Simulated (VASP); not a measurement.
## Al6N5 (a cell with a defect): single point with PBE

Al6N5 (a cell with a defect):

```
Al N
1.0
     1.65675    2.86957   -4.18746
     1.65675   -2.86957   -4.18746
    -3.31350    0.00000   -4.18746
Al N
6 5
Cartesian
  0.0000 1.9130 -5.2343
  1.6567 -0.9565 -5.2343
  -1.6567 -0.9565 -5.2343
  1.6567 0.9565 -7.3281
  -1.6567 0.9565 -7.3281
  0.0000 -1.9130 -7.3281
  1.6567 -0.9565 -7.3281
  -1.6567 -0.9565 -7.3281
  1.6567 0.9565 -5.2343
  -1.5449 1.0211 -5.1163
  0.0000 -1.9130 -5.2343
```

This cell differs from its parent crystal: atoms taken out, atom 10 moved 0.000 of the way to it and +0.175 Å across, host rigid.

| Property | Result |
| --- | --- |
| Program | VASP 6.6.1 |
| Task | single point |
| Functional | PBE |
| Potentials or basis | VASP PAW PBE potentials, release 64 (Al, N) |
| Cutoff | 520 eV |
| k mesh | 6 × 6 × 6 |
| Occupations | gaussian, width 0.05 eV |
| Spin | no spin polarisation |
| Dipole correction | no |
| Charge | 3 |
| Further INCAR settings | ALGO = Fast; EDIFF = 1e-07; NBANDS = 32; NELECT = 40.0 |

The largest force is 3.240 eV/Å.

Forces on the atoms (eV/Å):
```
Al   1.365  0.755  2.760
Al   0.439 -0.110  0.099
Al   0.176  0.415 -2.691
Al   1.948 -1.161 -0.018
Al  -1.864 -1.055 -0.015
Al   0.060  2.331  0.338
N    0.491  0.060  0.939
N   -0.146  0.284  0.078
N    0.107  0.932  0.008
N   -2.016 -2.051 -1.491
N   -0.561 -0.399 -0.006
```

Levels at points of the mesh, in eV from the Fermi level:
| k point | band 16 | band 17 | band 18 | band 19 | band 20 | band 21 | band 22 | band 23 | band 24 | band 25 |
| --- | --- | --- | --- | --- | --- | --- | --- | --- | --- | --- |
| (0.00, 0.00, 0.00) | -1.82 | -1.72 | -0.50 | -0.46 | -0.03 | 0.42 | 4.06 | 4.13 | 5.45 | 6.18 |
| (0.50, 0.00, 0.00) | -2.07 | -1.28 | -1.07 | -0.51 | -0.18 | 0.17 | 3.10 | 4.27 | 4.81 | 6.80 |
| (0.00, 0.50, 0.00) | -2.08 | -1.20 | -1.07 | -0.38 | -0.20 | 0.11 | 3.11 | 4.36 | 4.89 | 6.70 |
| (0.00, 0.00, 0.50) | -2.12 | -1.38 | -1.08 | -0.55 | -0.20 | 0.27 | 3.12 | 4.34 | 4.86 | 6.67 |
| (0.50, 0.50, 0.00) | -1.76 | -1.69 | -1.36 | -0.56 | -0.09 | 0.04 | 3.72 | 3.94 | 4.61 | 5.76 |
| (0.50, 0.00, 0.50) | -1.95 | -1.62 | -1.46 | -0.65 | -0.20 | 0.10 | 3.76 | 3.86 | 4.72 | 5.65 |
| (0.00, 0.50, 0.50) | -1.87 | -1.62 | -1.37 | -0.65 | -0.15 | 0.06 | 3.78 | 3.85 | 4.72 | 5.76 |
| (0.50, 0.50, 0.50) | -1.71 | -1.68 | -1.63 | -1.51 | -1.46 | 1.07 | 3.49 | 3.74 | 3.87 | 7.19 |

Run time: 10 min on 1 thread of Oxide Virtual Turin-like Processor, on a shared host, peak memory 0.42 GiB.

Caveat: the cell carries a net charge on a neutralising background, which shifts energy and pressure; the cell differs from its parent crystal (atoms taken out, atom 10 moved 0.000 of the way to it and +0.175 Å across, host rigid); the cell is charged against a uniform background, so pressure and absolute levels hang on convention.
